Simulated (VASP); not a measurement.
# ZnAu (Pm-3m) in VASP: single point with PBE

Aim: the single point of ZnAu with PBE.

Everything below comes from runs of VASP 6.6.1. Logs are shortened: lines on timing, memory, paths and dates and some standing lists are left out, and cuts for length are marked.

## 1. The cell of the first run

Symmetry: Pm-3m, No. 221, cubic system. The conventional cell has a = 3.132 Å, b = 3.132 Å, c = 3.132 Å, α = 90.00°, β = 90.00°, γ = 90.00°. Au (site symmetry m-3m) has 8 Zn at 2.71 Å and 6 Au at 3.13 Å within 3.6 Å. Zn (site symmetry m-3m) has 8 Au at 2.71 Å and 6 Zn at 3.13 Å within 3.6 Å.

## 2. Single point, PBE

File INCAR:

```
SYSTEM = ZnAu
PREC = Accurate
ENCUT = 520
EDIFF = 1E-6
ISMEAR = -1
SIGMA = 0.1
LREAL = .FALSE.
LASPH = .TRUE.
NELM = 100
ALGO = Normal
ISIF = 2
LWAVE = .FALSE.
LCHARG = .FALSE.
GGA = PE
NBANDS = 18
```

File KPOINTS:

```
regular mesh
0
G
  11 11 11
  0 0 0
```

File POSCAR:

```
ZnAu
1.0
    3.1323220000      0.0000000000      0.0000000000
    0.0000000000      3.1323220000      0.0000000000
    0.0000000000      0.0000000000      3.1323220000
Au Zn
1 1
Direct
    0.0000000000      0.0000000000      0.0000000000
    0.5000000000      0.5000000000      0.5000000000
```

Potentials or basis: VASP PAW PBE potentials, release 64 (Au, Zn).

Launch:

```console
$ cat potpaw_PBE.64/Au/POTCAR potpaw_PBE.64/Zn/POTCAR > POTCAR
$ mpirun -np 1 vasp_std > vasp.out
```

OUTCAR:

```text
SYSTEM = ZnAu
   PREC = Accurate
   ENCUT = 520
   EDIFF = 1E-6
   ISMEAR = -1
   LREAL = .FALSE.
   LASPH = .TRUE.
   NELM = 100
   ISIF = 2
   GGA = PE

 ion  position               nearest neighbor table
   1  0.000  0.000  0.000-   2 2.71   2 2.71   2 2.71   2 2.71   2 2.71   2 2.71   2 2.71   2 2.71

   2  0.500  0.500  0.500-   1 2.71   1 2.71   1 2.71   1 2.71   1 2.71   1 2.71   1 2.71   1 2.71

  LATTYP: Found a simple cubic cell.
 ALAT       =     3.1323220000

  Lattice vectors:

 A1 = (   3.1323220000,   0.0000000000,   0.0000000000)
 A2 = (   0.0000000000,   3.1323220000,   0.0000000000)
 A3 = (   0.0000000000,   0.0000000000,   3.1323220000)

Analysis of symmetry for initial positions (statically):
=====================================================================
 Subroutine PRICEL returns:
 Original cell was already a primitive cell.

 Routine SETGRP: Setting up the symmetry group for a
 simple cubic supercell.

 Subroutine GETGRP returns: Found 48 space group operations
 (whereof 48 operations were pure point group operations)
 out of a pool of 48 trial point group operations.

The static configuration has the point symmetry O_h .

Analysis of symmetry for dynamics (positions and initial velocities):
=====================================================================
 Subroutine PRICEL returns:
 Original cell was already a primitive cell.

 Routine SETGRP: Setting up the symmetry group for a
 simple cubic supercell.

 Subroutine GETGRP returns: Found 48 space group operations
 (whereof 48 operations were pure point group operations)
 out of a pool of 48 trial point group operations.

The dynamic configuration has the point symmetry O_h .

 Subroutine INISYM returns: Found 48 space group operations
 (whereof 48 operations are pure point group operations),
 and found     1 'primitive' translations

----------------------------------------------------------------------------------------

                                     Primitive cell

  volume of cell :      30.7326

  direct lattice vectors                    reciprocal lattice vectors
     3.132322000  0.000000000  0.000000000     0.319251980  0.000000000  0.000000000
     0.000000000  3.132322000  0.000000000     0.000000000  0.319251980  0.000000000
     0.000000000  0.000000000  3.132322000     0.000000000  0.000000000  0.319251980

  length of vectors
     3.132322000  3.132322000  3.132322000     0.319251980  0.319251980  0.319251980

  position of ions in fractional coordinates (direct lattice)
     0.000000000  0.000000000  0.000000000
     0.500000000  0.500000000  0.500000000

  ion indices of the primitive-cell ions
   primitive index   ion index
                 1           1
                 2           2

----------------------------------------------------------------------------------------

 KPOINTS: regular mesh

Automatic generation of k-mesh.
 Grid dimensions read from file:
 generate k-points for:   11   11   11

 Generating k-lattice:

  Cartesian coordinates                     Fractional coordinates (reciprocal lattice)
     0.029022907  0.000000000  0.000000000     0.090909091  0.000000000  0.000000000
     0.000000000  0.029022907  0.000000000     0.000000000  0.090909091  0.000000000
     0.000000000  0.000000000  0.029022907     0.000000000  0.000000000  0.090909091

  Length of vectors
     0.029022907  0.029022907  0.029022907

  Shift w.r.t. Gamma in fractional coordinates (k-lattice)
     0.000000000  0.000000000  0.000000000

 Subroutine IBZKPT returns following result:
 ===========================================

 Found     56 irreducible k-points:

 Following reciprocal coordinates:
            Coordinates               Weight
  0.000000  0.000000  0.000000      1.000000
  0.090909  0.000000  0.000000      6.000000
  0.181818  0.000000  0.000000      6.000000
  0.272727  0.000000  0.000000      6.000000
  0.363636  0.000000  0.000000      6.000000
  0.454545  0.000000  0.000000      6.000000
[... 16 lines left out ...]
  0.181818  0.090909  0.090909     24.000000
  0.272727  0.090909  0.090909     24.000000
 [... further k-points ...]
   k-points           NKPTS =     56   k-points in BZ     NKDIM =     56   number of bands    NBANDS=     18
   number of dos      NEDOS =    301   number of ions     NIONS =      2
   total plane-waves  NPLWV =  13824
   dimension x,y,z NGX =    24 NGY =   24 NGZ =   24
   dimension x,y,z NGXF=    48 NGYF=   48 NGZF=   48
   ions per type =               1   1
   NGX,Y,Z   is equivalent  to a cutoff of  12.74, 12.74, 12.74 a.u.
   NGXF,Y,Z  is equivalent  to a cutoff of  25.48, 25.48, 25.48 a.u.
 SYSTEM =  ZnAu
   PREC   = accura    normal or accurate (medium, high low for compatibility)
   ISTART =      0    job   : 0-new  1-cont  2-samecut
   ICHARG =      2    charge: 1-file 2-atom 10-const
   ISPIN  =      1    spin polarized calculation?
   LNONCOLLINEAR =      F non collinear calculations
   LSORBIT =      F    spin-orbit coupling
   LASPH  =      T    aspherical Exc in radial PAW
   ENCUT  =  520.0 eV  38.22 Ry    6.18 a.u.   5.82  5.82  5.82*2*pi/ulx,y,z
   NELM   =    100;   NELMIN=  2; NELMDL= -5     # of ELM steps
   EDIFF  = 0.1E-05   stopping-criterion for ELM
   LREAL  =      F    real-space projection
   EDIFFG = 0.1E-04   stopping-criterion for IOM
   NSW    =      0    number of steps for IOM
   IBRION =     -1    ionic relax: 0-MD 1-quasi-New 2-CG
   NFREE  =      0    steps in history (QN), initial steepest desc. (CG)
   ISIF   =      2    stress and relaxation
   ISYM   =      2    0-nonsym 1-usesym 2-fastsym
   POTIM  = 0.5000    time-step for ionic-motion
   TEBEG  =    0.0;   TEEND  =   0.0 temperature during run
   PSTRESS=    0.0 pullay stress
   NELECT =      23.0000    total number of electrons
   NUPDOWN=      -1.0000    fix difference up-down
   EMIN   =  10.00;   EMAX   =-10.00  energy-range for DOS
   EFERMI =   0.00;   METHOD = LEGACY
   ISMEAR =    -1;   SIGMA  =   0.10  broadening in eV -4-tet -1-fermi 0-gaus
   EFERMI_NEDOS =   21; number of points for ismear=-14 and -15
   IALGO  =     38    algorithm
   IMIX   =      4    mixing-type and parameters
     AMIX     =   0.40;   BMIX     =  1.00
     AMIX_MAG =   1.60;   BMIX_MAG =  1.00
  volume/ion in A,a.u.               =      15.37       103.70
  Fermi-wavevector in a.u.,A,eV,Ry     =   1.486338  2.808772 30.058017  2.209202
  Thomas-Fermi vector in A             =   2.599637
   LORBIT       =      0    0 simple, 1 ext, 2 COOP (PROOUT), +10 PAW based schemes
   GGA     = PE    functional components
   LHFCALC =     F    Hartree Fock is set to
   AEXX    =    0.0000 exact exchange contribution
   IVDW    =     0    specifies the selected vdW correction
   LEPSILON=     F    determine dielectric tensor
   LRPA    =     F    only Hartree local field effects (RPA)
 non-spin polarized calculation
  energy-cutoff  :      520.00
  volume of cell :       30.73
 maximum number of plane-waves:       846
 NGX is ok and might be reduce to    24
   NGX = 11   NGY = 11   NGZ = 11

 number of electron      22.9999979 magnetization

 Free energy of the ion-electron system (eV)
  ---------------------------------------------------
  ext. energy  EPLUGINS =         0.00000000
  ---------------------------------------------------
  free energy    TOTEN  =        -4.72312605 eV

  energy without entropy =       -4.70791077  energy(sigma->0) =       -4.71551841

 E-fermi :   7.2410     XC(G=0): -12.4591

 val. band max:        7.2355134072   @ k =   0.3636   0.3636   0.0909
 cond. band min:       7.3411429739   @ k =   0.2727   0.0000   0.0000
 fundamental gap:      0.1056295668
 Fermi energy:         7.2410092197

 k-point     1 :       0.0000    0.0000    0.0000
  band No.  band energies     occupation
      1      -3.4806      2.00000
      2      -0.9286      2.00000
      3      -0.9286      2.00000
      4      -0.2032      2.00000
      5      -0.2032      2.00000
      6      -0.2032      2.00000
[... 10 lines left out ...]
     17      19.5033      0.00000
     18      25.6304      0.00000

 k-point     2 :       0.0909    0.0000    0.0000
  band No.  band energies     occupation
      1      -3.3321      2.00000
      2      -0.8950      2.00000
      3      -0.8834      2.00000
      4      -0.2048      2.00000
      5      -0.2048      2.00000
      6      -0.1905      2.00000
[... 10 lines left out ...]
     17      20.1962      0.00000
     18      25.5276      0.00000

 k-point     3 :       0.1818    0.0000    0.0000
  band No.  band energies     occupation
      1      -2.8975      2.00000
      2      -0.8006      2.00000
      3      -0.7633      2.00000
      4      -0.2082      2.00000
      5      -0.2082      2.00000
      6      -0.1558      2.00000
[... 10 lines left out ...]
     17      22.2702      0.00000
     18      25.0300      0.00000

 k-point     4 :       0.2727    0.0000    0.0000
  band No.  band energies     occupation
      1      -2.2144      2.00000
      2      -0.6662      2.00000
      3      -0.6096      2.00000
      4      -0.2098      2.00000
      5      -0.2098      2.00000
      6      -0.1094      2.00000
[... 375 lines left out ...]
      4      -0.2313      2.00000
      5      -0.2313      2.00000
      6      -0.1353      2.00000
[... 10 lines left out ...]
     17      20.1741      0.00000
     18      24.8295      0.00000

 k-point    23 :       0.1818    0.0909    0.0909
  band No.  band energies     occupation
      1      -2.6215      2.00000
      2      -0.7342      2.00000
      3      -0.6979      2.00000
      4      -0.2568      2.00000
      5      -0.2390      2.00000
      6      -0.1047      2.00000
[... 10 lines left out ...]
     17      22.1850      0.00000
     18      23.2226      0.00000

 k-point    24 :       0.2727    0.0909    0.0909
  band No.  band energies     occupation
      1      -1.9755      2.00000
      2      -0.6211      2.00000
      3      -0.5545      2.00000
      4      -0.2518      2.00000
      5      -0.2478      2.00000
      6      -0.0894      2.00000
[... 10 lines left out ...]
     17      20.9867      0.00000
     18      22.6140      0.00000

 [... further k-points ...]

------------------------ aborting loop because EDIFF is reached ----------------------------------------

  FORCE on cell =-STRESS in cart. coord.  units (eV):
  Direction    XX          YY          ZZ          XY          YZ          ZX
  --------------------------------------------------------------------------------------
  -------------------------------------------------------------------------------------
  Total        1.3515283      1.3515283      1.3515283     -0.0000000      0.0000000     -0.0000000
  in kB       70.4590093     70.4590093     70.4590093     -0.0000000      0.0000000     -0.0000000
  external PRESSURE =      70.4590093 kB  Pullay stress =       0.0000000 kB

 VOLUME and BASIS-vectors are now :
 -----------------------------------------------------------------------------
  energy-cutoff  :      520.00
  volume of cell :       30.73
      direct lattice vectors                 reciprocal lattice vectors
     3.132322000  0.000000000  0.000000000     0.319251980  0.000000000  0.000000000
     0.000000000  3.132322000  0.000000000     0.000000000  0.319251980  0.000000000
     0.000000000  0.000000000  3.132322000     0.000000000  0.000000000  0.319251980

 POSITION                                       TOTAL-FORCE (eV/Angst)
 -----------------------------------------------------------------------------------
      0.00000      0.00000      0.00000         0.000000      0.000000      0.000000
      1.56616      1.56616      1.56616         0.000000      0.000000      0.000000
 -----------------------------------------------------------------------------------
    total drift:                                0.000000      0.000000     -0.000000

  FREE ENERGIE OF THE ION-ELECTRON SYSTEM (eV)
  ---------------------------------------------------
  free  energy   TOTEN  =        -4.7231260526 eV

  energy  without entropy=       -4.7079107668  energy(sigma->0) =       -4.71551841
```

It took 9.2 s on 1 thread of Intel Xeon Platinum 8488C (Sapphire Rapids), shared host; peak memory 0.15 GiB.

Results:

```yaml
Free_energy: -4.7231 eV
Pressure: 7.0 GPa
```

Levels at points of the mesh, in eV from the Fermi level:
```tsv
k point	band 8	band 9	band 10	band 11	band 12	band 13	band 14	band 15
(0.00, 0.00, 0.00)	-5.46	-3.74	-3.74	-3.74	5.05	5.05	5.05	9.07
```

Caveat: spin-orbit coupling is left out, which moves the levels of the heavy elements.
